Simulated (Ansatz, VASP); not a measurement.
## Two plane-wave programs on BN

The input POSCAR:

```
BN
1.0
    2.6202855191      0.0000000000      0.0000000000
   -1.3101427595      2.2692338247      0.0000000000
    0.0000000000      0.0000000000      4.2708611086
B N
2 2
Direct
    0.6666666667      0.3333333333      0.9997995909
    0.3333333333      0.6666666667      0.4997995909
    0.6666666667      0.3333333333      0.6252004091
    0.3333333333      0.6666666667      0.1252004091
```

The input INCAR.step1:

```
PREC = Accurate
ENCUT = 520
ISMEAR = 0
SIGMA = 0.05
LREAL = F
LASPH = T
NELM = 80
NBANDS = 16
GGA = PE
ALGO = Normal
EDIFF = 1E-4
LWAVE = T
LCHARG = F
```

File INCAR.step2:

```
PREC = Accurate
ENCUT = 520
EDIFF = 1E-6
ISMEAR = 0
SIGMA = 0.05
LREAL = F
LASPH = T
NELM = 80
ALGO = Normal
ISIF = 2
LWAVE = F
LCHARG = F
METAGGA = R2SCAN
LMIXTAU = T
NBANDS = 16
ISTART = 1
```

The input KPOINTS:

```
Automatic mesh
0
Gamma
  12 12 6
```

Input for Ansatz:

```yaml
crystal:
  lattice:
    - [2.6202855191, 0.0, 0.0]
    - [-1.3101427595, 2.2692338247, 0.0]
    - [0.0, 0.0, 4.2708611086]
  atoms:
    - { symbol: B, position: [0.6666666667, 0.3333333333, 0.9997995909] }
    - { symbol: B, position: [0.3333333333, 0.6666666667, 0.4997995909] }
    - { symbol: "N", position: [0.6666666667, 0.3333333333, 0.6252004091] }
    - { symbol: "N", position: [0.3333333333, 0.6666666667, 0.1252004091] }
basis:
  ecutwfc: 500
kpoints:
  mp_grid: { grid: [12, 12, 6] }
hamiltonian:
  xc: r2scan
scf:
  occupations: { method: gaussian, width: 0.05 }
output:
  forces: true
  stress: true
  eigenvalues: true
```

Change from the starting cell: strain +0.030 along x and y, +0.015 along z, atoms carried along.

Alike in both runs: task single point; functional r2SCAN; k mesh 12 × 12 × 6; occupations gaussian, width 0.05 eV; no spin polarisation.

|  | VASP | Ansatz |
| --- | --- | --- |
| version | VASP 6.6.1 | Ansatz 0.2.0 |
| potentials or method | VASP PAW PBE potentials, release 64 (B, N), cutoff 520 eV | scalar-relativistic, plane waves, PAW |
| valence electrons in the cell | 16 | 16 |

|  | VASP | Ansatz | Ansatz less VASP |
| --- | --- | --- | --- |
| gap on the k mesh at the Fermi level (eV) | 5.85 | 5.88 | +0.028 |
| least direct gap on the mesh (eV) | 8.48 | 8.49 | +0.015 |
| pressure (GPa) | -24.3 | -25.2 | -0.84 |
| traceless stress, the component that is largest in VASP (GPa) | 8.01 | 7.96 | -0.047 |
| rms of the force components (eV/Å) | 0.004 | 0.003 | -0.0006 |

VASP's potentials were made for PBE, not for r2SCAN. Atom by atom the forces differ by 0.001 eV/Å (rms over components).
